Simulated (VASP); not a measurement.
# Al4BSbP2 (P3m1) in VASP: single point with PBE

Aim: the single point of Al4BSbP2 with PBE.

Everything below comes from runs of VASP 6.6.1. Logs are shortened: lines on timing, memory, paths and dates and some standing lists are left out, and cuts for length are marked.

## Step 1: The cell of the first run

Symmetry: P3m1, No. 156, trigonal system. Conventional cell: a = 3.827 Å, b = 3.827 Å, c = 13.432 Å, α = 90.00°, β = 90.00°, γ = 120.00°. Within 3.1 Å of Al (site symmetry 3m) lie 3 P at 2.32 Å and 1 Sb at 2.79 Å. Al (site symmetry 3m) has 1 B at 2.12 Å and 3 P at 2.40 Å within 2.8 Å. Al (site symmetry 3m) has 3 B at 2.28 Å and 1 P at 2.49 Å within 3.0 Å. Within 3.0 Å of Al (site symmetry 3m) lie 1 P at 2.31 Å and 3 Sb at 2.67 Å. Within 2.8 Å of B (site symmetry 3m) lie 4 Al at 2.12 to 2.28 Å. Within 3.5 Å of Sb (site symmetry 3m) lie 4 Al at 2.67 to 2.79 Å. P (site symmetry 3m) has 4 Al at 2.32 to 2.49 Å within 3.1 Å. P (site symmetry 3m) has 4 Al at 2.31 to 2.40 Å within 3.0 Å.

## Step 2: Single point, PBE

The input, INCAR:

```
SYSTEM = Al4BSbP2
PREC = Accurate ; ENCUT = 520
EDIFF = 1E-6 ; ISMEAR = 0
SIGMA = 0.2 ; LREAL = .FALSE.
LASPH = .TRUE. ; NELM = 60
ALGO = Normal ; ISIF = 2
LWAVE = .FALSE. ; LCHARG = .TRUE.
GGA = PE ; LELF = .TRUE.
LVHAR = .TRUE. ; NBANDS = 25
```

The input, KPOINTS:

```
regular mesh
0
G
  5 5 2
  0 0 0
```

The input, POSCAR:

```
Al4BSbP2
1.0
    3.8274753742      0.0000000000      0.0000000000
   -1.9137376871      3.3146909064      0.0000000000
    0.0000000000      0.0000000000     13.4315358425
Al B Sb P
4 1 1 2
Direct
    0.3333333333      0.6666666667      0.4677536818
    0.3333333333      0.6666666667      0.0287356099
    0.6666666667      0.3333333333      0.2299990531
    0.6666666667      0.3333333333      0.7869851693
    0.3333333333      0.6666666667      0.1868708660
    0.3333333333      0.6666666667      0.6756564715
    0.6666666667      0.3333333333      0.4152672666
    0.6666666667      0.3333333333      0.9587318817
```

Potentials or basis: VASP PAW PBE potentials, release 64 (Al, B, Sb, P).

Started as:

```console
$ cat potpaw_PBE.64/Al/POTCAR potpaw_PBE.64/B/POTCAR potpaw_PBE.64/Sb/POTCAR potpaw_PBE.64/P/POTCAR > POTCAR
$ mpirun -np 1 vasp_std > vasp.out
```

OUTCAR:

```text
SYSTEM = Al4BSbP2
   PREC = Accurate
   ENCUT = 520
   EDIFF = 1E-6
   ISMEAR = 0
   LREAL = .FALSE.
   LASPH = .TRUE.
   NELM = 60
   ISIF = 2
   GGA = PE

 ion  position               nearest neighbor table
   1  0.333  0.667  0.468-   7 2.32   7 2.32   7 2.32   6 2.79
   2  0.333  0.667  0.029-   5 2.12   8 2.40   8 2.40   8 2.40
   3  0.667  0.333  0.230-   5 2.28   5 2.28   5 2.28   7 2.49
   4  0.667  0.333  0.787-   8 2.31   6 2.67   6 2.67   6 2.67
   5  0.333  0.667  0.187-   2 2.12   3 2.28   3 2.28   3 2.28
   6  0.333  0.667  0.676-   4 2.67   4 2.67   4 2.67   1 2.79
   7  0.667  0.333  0.415-   1 2.32   1 2.32   1 2.32   3 2.49
   8  0.667  0.333  0.959-   4 2.31   2 2.40   2 2.40   2 2.40

  LATTYP: Found a hexagonal cell.
 ALAT       =     3.8274753742
 C/A-ratio  =     3.5092416095

  Lattice vectors:

 A1 = (   3.8274753742,   0.0000000000,   0.0000000000)
 A2 = (  -1.9137376871,   3.3146909064,   0.0000000000)
 A3 = (   0.0000000000,   0.0000000000,  13.4315358425)

Analysis of symmetry for initial positions (statically):
=====================================================================
 Subroutine PRICEL returns:
 Original cell was already a primitive cell.

 Routine SETGRP: Setting up the symmetry group for a
 hexagonal supercell.

 Subroutine GETGRP returns: Found  6 space group operations
 (whereof  6 operations were pure point group operations)
 out of a pool of 24 trial point group operations.

The static configuration has the point symmetry C_3v.

Analysis of symmetry for dynamics (positions and initial velocities):
=====================================================================
 Subroutine PRICEL returns:
 Original cell was already a primitive cell.

 Routine SETGRP: Setting up the symmetry group for a
 hexagonal supercell.

 Subroutine GETGRP returns: Found  6 space group operations
 (whereof  6 operations were pure point group operations)
 out of a pool of 24 trial point group operations.

The dynamic configuration has the point symmetry C_3v.

 Subroutine INISYM returns: Found  6 space group operations
 (whereof  6 operations are pure point group operations),
 and found     1 'primitive' translations

----------------------------------------------------------------------------------------

                                     Primitive cell

  volume of cell :     170.4045

  direct lattice vectors                    reciprocal lattice vectors
     3.827475374  0.000000000  0.000000000     0.261268827  0.150843627  0.000000000
    -1.913737687  3.314690906  0.000000000     0.000000000  0.301687255  0.000000000
     0.000000000  0.000000000 13.431535843     0.000000000  0.000000000  0.074451650

  length of vectors
     3.827475374  3.827475374 13.431535843     0.301687255  0.301687255  0.074451650

  position of ions in fractional coordinates (direct lattice)
     0.333333333  0.666666667  0.467753682
     0.333333333  0.666666667  0.028735610
     0.666666667  0.333333333  0.229999053
     0.666666667  0.333333333  0.786985169
     0.333333333  0.666666667  0.186870866
     0.333333333  0.666666667  0.675656471
     0.666666667  0.333333333  0.415267267
     0.666666667  0.333333333  0.958731882

  ion indices of the primitive-cell ions
   primitive index   ion index
                 1           1
                 2           2
                 3           3
                 4           4
                 5           5
                 6           6
                 7           7
                 8           8

----------------------------------------------------------------------------------------

 KPOINTS: regular mesh

Automatic generation of k-mesh.
 Grid dimensions read from file:
 generate k-points for:    5    5    2

 Generating k-lattice:

  Cartesian coordinates                     Fractional coordinates (reciprocal lattice)
     0.052253765  0.030168725  0.000000000     0.200000000  0.000000000  0.000000000
     0.000000000  0.060337451  0.000000000     0.000000000  0.200000000  0.000000000
     0.000000000  0.000000000  0.037225825     0.000000000  0.000000000  0.500000000

  Length of vectors
     0.060337451  0.060337451  0.037225825

  Shift w.r.t. Gamma in fractional coordinates (k-lattice)
     0.000000000  0.000000000  0.000000000

 Subroutine IBZKPT returns following result:
 ===========================================

 Found     10 irreducible k-points:

 Following reciprocal coordinates:
            Coordinates               Weight
  0.000000  0.000000  0.000000      1.000000
  0.200000  0.000000  0.000000      6.000000
  0.400000  0.000000  0.000000      6.000000
  0.200000  0.200000  0.000000      6.000000
  0.400000  0.200000  0.000000      6.000000
  0.000000  0.000000  0.500000      1.000000
  0.200000  0.000000  0.500000      6.000000
  0.400000  0.000000  0.500000      6.000000
  0.200000  0.200000  0.500000      6.000000
  0.400000  0.200000  0.500000      6.000000
   k-points           NKPTS =     10   k-points in BZ     NKDIM =     10   number of bands    NBANDS=     25
   number of dos      NEDOS =    301   number of ions     NIONS =      8
   total plane-waves  NPLWV =  78400
   dimension x,y,z NGX =    28 NGY =   28 NGZ =  100
   dimension x,y,z NGXF=    56 NGYF=   56 NGZF=  200
   ions per type =               4   1   1   2
   NGX,Y,Z   is equivalent  to a cutoff of  12.16, 12.16, 12.38 a.u.
   NGXF,Y,Z  is equivalent  to a cutoff of  24.32, 24.32, 24.75 a.u.
 SYSTEM =  Al4BSbP2
   PREC   = accura    normal or accurate (medium, high low for compatibility)
   ISTART =      0    job   : 0-new  1-cont  2-samecut
   ICHARG =      2    charge: 1-file 2-atom 10-const
   ISPIN  =      1    spin polarized calculation?
   LNONCOLLINEAR =      F non collinear calculations
   LSORBIT =      F    spin-orbit coupling
   LASPH  =      T    aspherical Exc in radial PAW
   ENCUT  =  520.0 eV  38.22 Ry    6.18 a.u.   7.12  7.12 24.97*2*pi/ulx,y,z
   NELM   =     60;   NELMIN=  2; NELMDL= -5     # of ELM steps
   EDIFF  = 0.1E-05   stopping-criterion for ELM
   LREAL  =      F    real-space projection
   EDIFFG = 0.1E-04   stopping-criterion for IOM
   NSW    =      0    number of steps for IOM
   IBRION =     -1    ionic relax: 0-MD 1-quasi-New 2-CG
   NFREE  =      0    steps in history (QN), initial steepest desc. (CG)
   ISIF   =      2    stress and relaxation
   ISYM   =      2    0-nonsym 1-usesym 2-fastsym
   POTIM  = 0.5000    time-step for ionic-motion
   TEBEG  =    0.0;   TEEND  =   0.0 temperature during run
   PSTRESS=    0.0 pullay stress
   NELECT =      30.0000    total number of electrons
   NUPDOWN=      -1.0000    fix difference up-down
   EMIN   =  10.00;   EMAX   =-10.00  energy-range for DOS
   EFERMI =   0.00;   METHOD = LEGACY
   ISMEAR =     0;   SIGMA  =   0.20  broadening in eV -4-tet -1-fermi 0-gaus
   EFERMI_NEDOS =   21; number of points for ismear=-14 and -15
   IALGO  =     38    algorithm
   IMIX   =      4    mixing-type and parameters
     AMIX     =   0.40;   BMIX     =  1.00
     AMIX_MAG =   1.60;   BMIX_MAG =  1.00
  volume/ion in A,a.u.               =      21.30       143.74
  Fermi-wavevector in a.u.,A,eV,Ry     =   0.917533  1.733885 11.454285  0.841866
  Thomas-Fermi vector in A             =   2.042512
   LORBIT       =      0    0 simple, 1 ext, 2 COOP (PROOUT), +10 PAW based schemes
   GGA     = PE    functional components
   LHFCALC =     F    Hartree Fock is set to
   AEXX    =    0.0000 exact exchange contribution
   IVDW    =     0    specifies the selected vdW correction
   LEPSILON=     F    determine dielectric tensor
   LRPA    =     F    only Hartree local field effects (RPA)
 non-spin polarized calculation
 Gauss-broadening in eV      SIGMA  =   0.20
  energy-cutoff  :      520.00
  volume of cell :      170.40
 maximum number of plane-waves:      4622
   NGX = 15   NGY = 15   NGZ = 49

 number of electron      30.0000000 magnetization

 Free energy of the ion-electron system (eV)
  ---------------------------------------------------
  ext. energy  EPLUGINS =         0.00000000
  ---------------------------------------------------
  free energy    TOTEN  =       -36.58833233 eV

  energy without entropy =      -36.54467008  energy(sigma->0) =      -36.56650121

 E-fermi :   4.7750     XC(G=0):  -9.1382

 val. band max:        4.6549825225   @ k =   0.2000   0.2000   0.5000
 cond. band min:       4.8129651645   @ k =   0.2000   0.0000   0.0000
 fundamental gap:      0.1579826420
 Fermi energy:         4.7750140605

 k-point     1 :       0.0000    0.0000    0.0000
  band No.  band energies     occupation
      1      -6.8938      2.00000
      2      -6.5838      2.00000
      3      -5.9961      2.00000
      4      -3.0535      2.00000
      5      -1.2227      2.00000
      6       1.1337      2.00000
[... 17 lines left out ...]
     24       9.3583      0.00000
     25       9.9695      0.00000

 k-point     2 :       0.2000    0.0000    0.0000
  band No.  band energies     occupation
      1      -6.4908      2.00000
      2      -6.2208      2.00000
      3      -5.5864      2.00000
      4      -2.6548      2.00000
      5      -0.8572      2.00000
      6       1.0840      2.00000
[... 17 lines left out ...]
     24      10.0022      0.00000
     25      10.2726      0.00000

 k-point     3 :       0.4000    0.0000    0.0000
  band No.  band energies     occupation
      1      -5.5627      2.00000
      2      -5.4186      2.00000
      3      -4.6302      2.00000
      4      -1.7896      2.00000
      5      -0.8784      2.00000
      6      -0.3682      2.00000
[... 160 lines left out ...]
 k-point     9 :       0.2000    0.2000    0.5000
  band No.  band energies     occupation
      1      -5.7777      2.00000
      2      -5.6465      2.00000
      3      -4.8567      2.00000
      4      -2.0081      2.00000
      5      -0.4610      2.00000
      6       0.1466      2.00000
[... 17 lines left out ...]
     24       9.9673      0.00000
     25      10.3249      0.00000

 k-point    10 :       0.4000    0.2000    0.5000
  band No.  band energies     occupation
      1      -5.1700      2.00000
      2      -5.1086      2.00000
      3      -4.2257      2.00000
      4      -1.4670      2.00000
      5      -0.9467      2.00000
      6      -0.5247      2.00000
[... 17 lines left out ...]
     24       9.4198      0.00000
     25      10.6489      0.00000

------------------------ aborting loop because EDIFF is reached ----------------------------------------

  FORCE on cell =-STRESS in cart. coord.  units (eV):
  Direction    XX          YY          ZZ          XY          YZ          ZX
  --------------------------------------------------------------------------------------
  -------------------------------------------------------------------------------------
  Total        0.1359684      0.1359684      0.2535601      0.0000000      0.0000000     -0.0000000
  in kB        1.2784019      1.2784019      2.3840226      0.0000000      0.0000000     -0.0000000
  external PRESSURE =       1.6469421 kB  Pullay stress =       0.0000000 kB

 VOLUME and BASIS-vectors are now :
 -----------------------------------------------------------------------------
  energy-cutoff  :      520.00
  volume of cell :      170.40
      direct lattice vectors                 reciprocal lattice vectors
     3.827475374  0.000000000  0.000000000     0.261268827  0.150843627  0.000000000
    -1.913737687  3.314690906  0.000000000     0.000000000  0.301687255  0.000000000
     0.000000000  0.000000000 13.431535843     0.000000000  0.000000000  0.074451650

 POSITION                                       TOTAL-FORCE (eV/Angst)
 -----------------------------------------------------------------------------------
     -0.00000      2.20979      6.28265        -0.000000      0.000000     -0.015670
     -0.00000      2.20979      0.38596        -0.000000     -0.000000     -0.019840
      1.91374      1.10490      3.08924         0.000000     -0.000000     -0.000304
      1.91374      1.10490     10.57042        -0.000000     -0.000000      0.093056
     -0.00000      2.20979      2.50996         0.000000     -0.000000      0.003108
     -0.00000      2.20979      9.07510         0.000000     -0.000000     -0.053733
      1.91374      1.10490      5.57768        -0.000000     -0.000000      0.005645
      1.91374      1.10490     12.87724        -0.000000      0.000000     -0.012262
 -----------------------------------------------------------------------------------
    total drift:                               -0.000000      0.000000     -0.000182

  FREE ENERGIE OF THE ION-ELECTRON SYSTEM (eV)
  ---------------------------------------------------
  free  energy   TOTEN  =       -36.5883323332 eV

  energy  without entropy=      -36.5446700778  energy(sigma->0) =      -36.56650121
```

It took 79 s on 1 thread of Intel Xeon 8259CL, shared host; peak memory 0.28 GiB.

Results:

| Property | Result |
| --- | --- |
| Free energy | -36.5883 eV |
| Pressure | 0.2 GPa |
| Largest force | 0.093 eV/Å |
| Band gap on the k mesh | zero (bands 15 and 16 overlap by 1.89 eV) |

Forces in eV/Å, atoms in the order of the input:
```
Al   0.000  0.000 -0.016
Al   0.000  0.000 -0.020
Al   0.000  0.000  0.000
Al   0.000  0.000  0.093
B    0.000  0.000  0.003
Sb   0.000  0.000 -0.054
P    0.000  0.000  0.006
P    0.000  0.000 -0.012
```

Caveat: the k points lie up to 0.38 Å⁻¹ apart, too coarse for converged energies and pressures of a metal; spin-orbit coupling is left out, which moves the levels of the heavy elements.
